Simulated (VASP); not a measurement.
# Ni3Ge (P4mm) in VASP: single point with PBEsol

Aim: the single point of Ni3Ge with PBEsol.

Everything below comes from runs of VASP 6.6.1. Logs are shortened: lines on timing, memory, paths and dates and some standing lists are left out, and cuts for length are marked.

## 1. The cell of the first run

Symmetry: P4mm, No. 99, tetragonal system. The conventional cell has a = 3.525 Å, b = 3.525 Å, c = 3.525 Å, α = 90.00°, β = 90.00°, γ = 90.00°. Ni (site symmetry 2mm) has 8 Ni at 2.46 to 2.52 Å and 4 Ge at 2.47 to 2.51 Å within 3.3 Å. Ni (site symmetry 4mm) has 8 Ni at 2.46 to 2.52 Å and 4 Ge at 2.49 Å within 3.3 Å. Within 3.3 Å of Ge (site symmetry 4mm) lie 12 Ni at 2.47 to 2.51 Å.

## 2. Single point, PBEsol (atoms displaced along a vibrational mode)

Input file INCAR:

```
  ALGO = Fast
  EDIFF = 1E-6
  ENCUT = 520
  GGA = PS
  ISIF = 2
  ISMEAR = 0
  LASPH = True
  LCHARG = False
  LREAL = False
  LWAVE = False
  NBANDS = 54
  NELM = 100
  PREC = Accurate
  SIGMA = 0.15
```

Input file KPOINTS:

```
k-points
0
Gamma
  12 12 12
```

Input file POSCAR:

```
Ni3Ge
1.0
   -3.5249142746      0.0000000000     -3.5249142746
    0.0000000000     -3.5249142746     -3.5249142746
   -3.5249142746     -3.5249142746      0.0000000000
Ni Ge
6 2
Direct
    0.4973973247     -0.0026026753      0.0026026753
   -0.0026026753      0.4973973247      0.5026026753
    0.4973973247     -0.0026026753      0.5026026753
   -0.0026026753      0.4973973247      0.0026026753
    0.0035461855      0.0035461855      0.4964538145
    0.5035461855      0.5035461855     -0.0035461855
    0.0013407963      0.0013407963     -0.0013407963
    0.5013407963      0.5013407963      0.4986592037
```

Potentials or basis: VASP PAW PBE potentials, release 64 (Ni, Ge_d).

Started as:

```console
$ cat potpaw_PBE.64/Ni/POTCAR potpaw_PBE.64/Ge_d/POTCAR > POTCAR
$ mpirun -np 1 vasp_std > vasp.out
```

OUTCAR:

```text
EDIFF = 1E-6
   ENCUT = 520
   GGA = PS
   ISIF = 2
   ISMEAR = 0
   LASPH = True
   LREAL = False
   NELM = 100
   PREC = Accurate

 ion  position               nearest neighbor table
   1  0.497  0.997  0.003-   5 2.46   6 2.46   7 2.47   8 2.47   3 2.49   3 2.49   4 2.49   4 2.49
                             7 2.51   8 2.51   6 2.52   5 2.52
   2  0.997  0.497  0.503-   5 2.46   6 2.46   7 2.47   8 2.47   4 2.49   4 2.49   3 2.49   3 2.49
                             8 2.51   7 2.51   5 2.52   6 2.52
   3  0.497  0.997  0.503-   5 2.46   6 2.46   7 2.47   8 2.47   1 2.49   1 2.49   2 2.49   2 2.49
                             7 2.51   8 2.51   5 2.52   6 2.52
   4  0.997  0.497  0.003-   5 2.46   6 2.46   7 2.47   8 2.47   2 2.49   2 2.49   1 2.49   1 2.49
                             8 2.51   7 2.51   6 2.52   5 2.52
   5  0.004  0.004  0.496-   1 2.46   2 2.46   3 2.46   4 2.46   7 2.49   7 2.49   8 2.49   8 2.49
                             4 2.52   1 2.52   3 2.52   2 2.52
   6  0.504  0.504  0.996-   1 2.46   2 2.46   3 2.46   4 2.46   8 2.49   8 2.49   7 2.49   7 2.49
                             3 2.52   2 2.52   4 2.52   1 2.52
   7  0.001  0.001  0.999-   1 2.47   2 2.47   3 2.47   4 2.47   6 2.49   6 2.49   5 2.49   5 2.49
                             2 2.51   4 2.51   3 2.51   1 2.51
   8  0.501  0.501  0.499-   1 2.47   2 2.47   3 2.47   4 2.47   5 2.49   5 2.49   6 2.49   6 2.49
                             1 2.51   3 2.51   4 2.51   2 2.51

  LATTYP: Found a face centered cubic cell.
 ALAT       =     7.0498285492

  Lattice vectors:

 A1 = (  -3.5249142746,   0.0000000000,  -3.5249142746)
 A2 = (   0.0000000000,  -3.5249142746,  -3.5249142746)
 A3 = (  -3.5249142746,  -3.5249142746,   0.0000000000)

Analysis of symmetry for initial positions (statically):
=====================================================================
 Subroutine PRICEL returns following result:

  LATTYP: Found a simple cubic cell.
 ALAT       =     3.5249142746

  Lattice vectors:

 A1 = (   0.0000000000,   3.5249142746,   0.0000000000)
 A2 = (   0.0000000000,   0.0000000000,  -3.5249142746)
 A3 = (  -3.5249142746,   0.0000000000,   0.0000000000)

   2 primitive cells build up your supercell.

 Routine SETGRP: Setting up the symmetry group for a
 face centered cubic supercell.

 Subroutine GETGRP returns: Found  8 space group operations
 (whereof  8 operations were pure point group operations)
 out of a pool of 48 trial point group operations.

The static configuration has the point symmetry C_4v.

Analysis of symmetry for dynamics (positions and initial velocities):
=====================================================================
 Subroutine PRICEL returns following result:

  LATTYP: Found a simple cubic cell.
 ALAT       =     3.5249142746

  Lattice vectors:

 A1 = (   0.0000000000,   3.5249142746,   0.0000000000)
 A2 = (   0.0000000000,   0.0000000000,  -3.5249142746)
 A3 = (  -3.5249142746,   0.0000000000,   0.0000000000)

   2 primitive cells build up your supercell.

 Routine SETGRP: Setting up the symmetry group for a
 face centered cubic supercell.

 Subroutine GETGRP returns: Found  8 space group operations
 (whereof  8 operations were pure point group operations)
 out of a pool of 48 trial point group operations.

The dynamic configuration has the point symmetry C_4v.

 Subroutine INISYM returns: Found  8 space group operations
 (whereof  8 operations are pure point group operations),
 and found     2 'primitive' translations

----------------------------------------------------------------------------------------

                                     Primitive cell

  volume of cell :      43.7971

  direct lattice vectors                    reciprocal lattice vectors
     0.000000000  3.524914275  0.000000000     0.000000000  0.283694843  0.000000000
     0.000000000  0.000000000 -3.524914275     0.000000000  0.000000000 -0.283694843
    -3.524914275  0.000000000  0.000000000    -0.283694843  0.000000000  0.000000000

  length of vectors
     3.524914275  3.524914275  3.524914275     0.283694843  0.283694843  0.283694843

  position of ions in fractional coordinates (direct lattice)
     0.000000000  0.494794649  0.500000000
     0.500000000  0.494794649  1.000000000
     0.500000000  0.007092371  0.500000000
     0.000000000  0.002681593  1.000000000

  ion indices of the primitive-cell ions
   primitive index   ion index
                 1           1
                 2           3
                 3           6
                 4           7

----------------------------------------------------------------------------------------

 KPOINTS: k-points

Automatic generation of k-mesh.
 Grid dimensions read from file:
 generate k-points for:   12   12   12

 Generating k-lattice:

  Cartesian coordinates                     Fractional coordinates (reciprocal lattice)
    -0.011820618  0.011820618 -0.011820618     0.083333333  0.000000000  0.000000000
     0.011820618 -0.011820618 -0.011820618     0.000000000  0.083333333  0.000000000
    -0.011820618 -0.011820618  0.011820618     0.000000000  0.000000000  0.083333333

  Length of vectors
     0.020473912  0.020473912  0.020473912

  Shift w.r.t. Gamma in fractional coordinates (k-lattice)
     0.000000000  0.000000000  0.000000000

 Subroutine IBZKPT returns following result:
 ===========================================

 Found    163 irreducible k-points:

 Following reciprocal coordinates:
            Coordinates               Weight
  0.000000  0.000000  0.000000      1.000000
  0.083333  0.000000  0.000000      8.000000
  0.166667  0.000000  0.000000      8.000000
  0.250000  0.000000  0.000000      8.000000
  0.333333  0.000000  0.000000      8.000000
  0.416667  0.000000  0.000000      8.000000
[... 16 lines left out ...]
  0.000000 -0.333333  0.083333     16.000000
 -0.250000  0.083333  0.000000      8.000000
 [... further k-points ...]
   k-points           NKPTS =    163   k-points in BZ     NKDIM =    163   number of bands    NBANDS=     54
   number of dos      NEDOS =    301   number of ions     NIONS =      8
   total plane-waves  NPLWV =  64000
   dimension x,y,z NGX =    40 NGY =   40 NGZ =   40
   dimension x,y,z NGXF=    80 NGYF=   80 NGZF=   80
   ions per type =               6   2
   NGX,Y,Z   is equivalent  to a cutoff of  13.34, 13.34, 13.34 a.u.
   NGXF,Y,Z  is equivalent  to a cutoff of  26.68, 26.68, 26.68 a.u.
 SYSTEM =  unknown system
   PREC   = accura    normal or accurate (medium, high low for compatibility)
   ISTART =      0    job   : 0-new  1-cont  2-samecut
   ICHARG =      2    charge: 1-file 2-atom 10-const
   ISPIN  =      1    spin polarized calculation?
   LNONCOLLINEAR =      F non collinear calculations
   LSORBIT =      F    spin-orbit coupling
   LASPH  =      T    aspherical Exc in radial PAW
   ENCUT  =  520.0 eV  38.22 Ry    6.18 a.u.   9.27  9.27  9.27*2*pi/ulx,y,z
   NELM   =    100;   NELMIN=  2; NELMDL= -5     # of ELM steps
   EDIFF  = 0.1E-05   stopping-criterion for ELM
   LREAL  =      F    real-space projection
   EDIFFG = 0.1E-04   stopping-criterion for IOM
   NSW    =      0    number of steps for IOM
   IBRION =     -1    ionic relax: 0-MD 1-quasi-New 2-CG
   NFREE  =      0    steps in history (QN), initial steepest desc. (CG)
   ISIF   =      2    stress and relaxation
   ISYM   =      2    0-nonsym 1-usesym 2-fastsym
   POTIM  = 0.5000    time-step for ionic-motion
   TEBEG  =    0.0;   TEEND  =   0.0 temperature during run
   PSTRESS=    0.0 pullay stress
   NELECT =      88.0000    total number of electrons
   NUPDOWN=      -1.0000    fix difference up-down
   EMIN   =  10.00;   EMAX   =-10.00  energy-range for DOS
   EFERMI =   0.00;   METHOD = LEGACY
   ISMEAR =     0;   SIGMA  =   0.15  broadening in eV -4-tet -1-fermi 0-gaus
   EFERMI_NEDOS =   21; number of points for ismear=-14 and -15
   IALGO  =     68    algorithm
   IMIX   =      4    mixing-type and parameters
     AMIX     =   0.40;   BMIX     =  1.00
     AMIX_MAG =   1.60;   BMIX_MAG =  1.00
  volume/ion in A,a.u.               =      10.95        73.89
  Fermi-wavevector in a.u.,A,eV,Ry     =   1.639622  3.098437 36.577378  2.688361
  Thomas-Fermi vector in A             =   2.730397
   LORBIT       =      0    0 simple, 1 ext, 2 COOP (PROOUT), +10 PAW based schemes
   GGA     = PS    functional components
   LHFCALC =     F    Hartree Fock is set to
   AEXX    =    0.0000 exact exchange contribution
   IVDW    =     0    specifies the selected vdW correction
   LEPSILON=     F    determine dielectric tensor
   LRPA    =     F    only Hartree local field effects (RPA)
 non-spin polarized calculation
 RMM-DIIS sequential band-by-band and
 Gauss-broadening in eV      SIGMA  =   0.15
  energy-cutoff  :      520.00
  volume of cell :       87.59
 maximum number of plane-waves:      2397
 NGX is ok and might be reduce to    40
   NGX = 19   NGY = 19   NGZ = 19

 number of electron      88.0000014 magnetization

 Free energy of the ion-electron system (eV)
  ---------------------------------------------------
  ext. energy  EPLUGINS =         0.00000000
  ---------------------------------------------------
  free energy    TOTEN  =       -49.47502582 eV

  energy without entropy =      -49.43171357  energy(sigma->0) =      -49.45336970

 E-fermi :  10.2782     XC(G=0): -13.6770

 val. band max:       10.2738626141   @ k =   0.0000  -0.1667   0.0833
 cond. band min:      10.2795644703   @ k =  -0.1667   0.0833   0.0000
 fundamental gap:      0.0057018562
 Fermi energy:        10.2782045834

 k-point     1 :       0.0000    0.0000    0.0000
  band No.  band energies     occupation
      1     -14.3245      2.00000
      2     -14.3245      2.00000
      3     -14.3230      2.00000
      4     -14.3230      2.00000
      5     -14.3229      2.00000
      6     -14.3096      2.00000
[... 46 lines left out ...]
     53      14.5039      0.00000
     54      17.1775      0.00000
[... 1309 lines left out ...]
     53      17.4261      0.00000
     54      17.6204      0.00000

 [... further k-points ...]

------------------------ aborting loop because EDIFF is reached ----------------------------------------

  FORCE on cell =-STRESS in cart. coord.  units (eV):
  Direction    XX          YY          ZZ          XY          YZ          ZX
  --------------------------------------------------------------------------------------
  -------------------------------------------------------------------------------------
  Total        0.3244910      0.3244910      0.3299415      0.0000000      0.0000000     -0.0000000
  in kB        5.9352305      5.9352305      6.0349240      0.0000000      0.0000000     -0.0000000
  external PRESSURE =       5.9684617 kB  Pullay stress =       0.0000000 kB

 VOLUME and BASIS-vectors are now :
 -----------------------------------------------------------------------------
  energy-cutoff  :      520.00
  volume of cell :       87.59
      direct lattice vectors                 reciprocal lattice vectors
    -3.524914275  0.000000000 -3.524914275    -0.141847421  0.141847421 -0.141847421
     0.000000000 -3.524914275 -3.524914275     0.141847421 -0.141847421 -0.141847421
    -3.524914275 -3.524914275  0.000000000    -0.141847421 -0.141847421  0.141847421

 POSITION                                       TOTAL-FORCE (eV/Angst)
 -----------------------------------------------------------------------------------
     -1.76246     -3.52491     -5.26902         0.000000      0.000000     -0.352750
     -5.28737     -3.52491     -5.26902         0.000000      0.000000     -0.352750
     -3.52491     -5.28737     -5.26902         0.000000      0.000000     -0.352750
     -3.52491     -1.76246     -5.26902         0.000000      0.000000     -0.352750
     -1.76246     -1.76246     -0.02500         0.000000      0.000000      0.477138
     -5.28737     -5.28737     -3.54991         0.000000      0.000000      0.477138
     -3.52491     -3.52491     -0.00945         0.000000      0.000000      0.228361
     -3.52491     -3.52491     -3.53437         0.000000      0.000000      0.228361
 -----------------------------------------------------------------------------------
    total drift:                                0.000004      0.000004     -0.000054

  FREE ENERGIE OF THE ION-ELECTRON SYSTEM (eV)
  ---------------------------------------------------
  free  energy   TOTEN  =       -49.4750258247 eV

  energy  without entropy=      -49.4317135729  energy(sigma->0) =      -49.45336970
```

Wall time 8.6 min (1 thread of Intel Xeon 6975P-C (Granite Rapids), shared host); peak memory 0.67 GiB.

Results:

| Property | Result |
| --- | --- |
| Free energy | -49.4750 eV |
| Pressure | 0.6 GPa |
| Largest force | 0.477 eV/Å |
| Band gap on the k mesh | zero (bands 44 and 45 overlap by 0.23 eV) |

Forces on the atoms (eV/Å):
```
Ni   0.000  0.000 -0.353
Ni   0.000  0.000 -0.353
Ni   0.000  0.000 -0.353
Ni   0.000  0.000 -0.353
Ni   0.000  0.000  0.477
Ni   0.000  0.000  0.477
Ge   0.000  0.000  0.228
Ge   0.000  0.000  0.228
```

Levels at points of the mesh, in eV from the Fermi level:
```tsv
k point	band 40	band 41	band 42	band 43	band 44	band 45	band 46	band 47	band 48	band 49
(0.00, 0.00, 0.00)	-0.57	-0.55	-0.31	-0.22	-0.22	-0.22	0.01	0.01	0.01	0.69
(0.50, 0.00, 0.00)	-0.98	-0.34	-0.34	-0.16	-0.16	0.73	0.73	0.73	0.73	4.42
(0.50, 0.50, 0.00)	-1.13	-0.97	-0.94	-0.56	0.01	0.62	0.62	3.62	3.62	4.70
(0.00, 0.50, 0.50)	-1.13	-0.97	-0.96	-0.56	0.01	0.62	0.62	3.62	3.62	4.70
```

Caveat: the cell differs from its parent crystal (atoms displaced along a vibrational mode); the PAW data sets were made with another functional, which shifts forces and pressure a little. Spin polarisation is off, so any magnetic state and its effect on volume and gap are missing.
